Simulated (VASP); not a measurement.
Write the native input for VASP 6.6.1 that does the following.

```yaml
Task: single point
Functional: PBE
Dispersion: D3(BJ)
Potentials_or_basis: VASP PAW PBE potentials, release 64 (O, H, C)
Cutoff: 520 eV
k_mesh: 1 × 1 × 1
Occupations: fermi-dirac, width 0.02 eV
Spin: no spin polarisation
Dipole_correction: no
Further_INCAR_settings: LREAL = Auto; ALGO = Normal; EDIFF = 1e-06; NBANDS = 71
```

The structure of H24CO11 lies in POSCAR:

```
H24CO11
1.0
    7.1595990000      0.0000000000      0.0000000000
    0.0000000000      7.1595990000      0.0000000000
    0.0000000000      0.0000000000      7.1595990000
O H C
11 24 1
Direct
    0.4805576402      0.1966869932      0.9164898760
    0.1990055588      1.0374184364      0.4893151139
    0.8962233779      0.4249958692      0.3693502946
    0.8467373662      0.0917230141      0.1953182015
    0.6987821525      0.7486732148      0.3369741797
    0.0437314995      0.7732416299      1.0674061494
    0.3456199153      0.7070228375      0.7687162368
    0.3954970104      0.9288229690      0.1611542769
    0.7669982635      0.8294458949      0.7515923727
    0.8161211263      0.2422901059      0.6996201882
    0.2792754175      0.3793787892      0.5867926402
    0.6004805576      0.2286021885      0.8675206530
    0.4010140791      0.2528772910      0.8302140944
    0.2167579497      0.9369239814      0.5764987676
    0.2476395675      0.9921784726      0.3554947700
    0.8833176271      0.3147103630      0.2768451138
    1.0242333404      0.4295910986      0.3900497779
    0.7684787933     -0.0099027892      0.2695821372
    0.8026287506      0.0904100914      0.0605341165
    0.6095453111      0.7695123707      0.2415079392
    0.7881307319      0.6584167633      0.2889547306
    0.0308397160      0.7688279749      0.9384184785
   -0.0300575493      0.8800353204      1.1064446486
    0.3669758600      0.6890609376      0.8928433003
    0.2918878557      0.5829935448      0.7276105827
    0.4191296189      1.0144562566      0.0554220984
    0.2807280128      0.8540003428      0.1349237576
    0.6545198970      0.8495587532      0.8212191772
    0.7311023983      0.8109951409      0.6219342731
    0.8285100883      0.3237890837      0.5902984231
    0.8844210409      0.1252723791      0.6780966364
    0.3846025455      0.5812755714      0.4084446629
    0.2697078426      0.2440220465      0.5706045827
    0.5567909599      0.4159869847      0.5227946425
    0.3988910552      0.3313034710      0.3402006174
    0.4175932200      0.4292977861      0.4456394834
```

The input as run:

INCAR

```
SYSTEM = H24CO11
PREC     = Accurate       ! precision mode
ENCUT    = 520            ! plane-wave cutoff, eV
EDIFF    = 1E-6           ! SCF threshold, eV
ISMEAR   = -1             ! smearing method
SIGMA    = 0.02           ! smearing width, eV
LREAL    = Auto         
LASPH    = .True.         ! aspherical terms in the spheres
NELM     = 100            ! most SCF steps
ALGO     = Normal         ! electronic algorithm
ISIF     = 2              ! what is computed and relaxed
LWAVE    = .False.        ! write WAVECAR
LCHARG   = .False.        ! write CHGCAR
GGA      = PE             ! functional
IVDW     = 12             ! dispersion correction
NBANDS   = 71             ! bands
```

KPOINTS

```
Automatic mesh
0
Gamma
  1 1 1
  0 0 0
```

Potentials or basis: VASP PAW PBE potentials, release 64 (O, H, C).

Run with:

```sh
$ cat potpaw_PBE.64/O/POTCAR potpaw_PBE.64/H/POTCAR potpaw_PBE.64/C/POTCAR > POTCAR
$ mpirun -np 1 vasp_gam > vasp.out
```

Results of the run:

```
Pressure                   : 0.9 GPa
Largest force              : 4.027 eV/Å
Band gap on the k mesh     : 4.36 eV
Dispersion energy per atom : -0.034 eV
```

Caveat: the k points lie up to 0.88 Å⁻¹ apart.

It took 65 s on 1 thread of Intel(R) Xeon(R) Platinum 8259CL CPU @ 2.50GHz (Skylake/Cascade Lake), with other jobs on the host, peak memory 0.4 GiB.
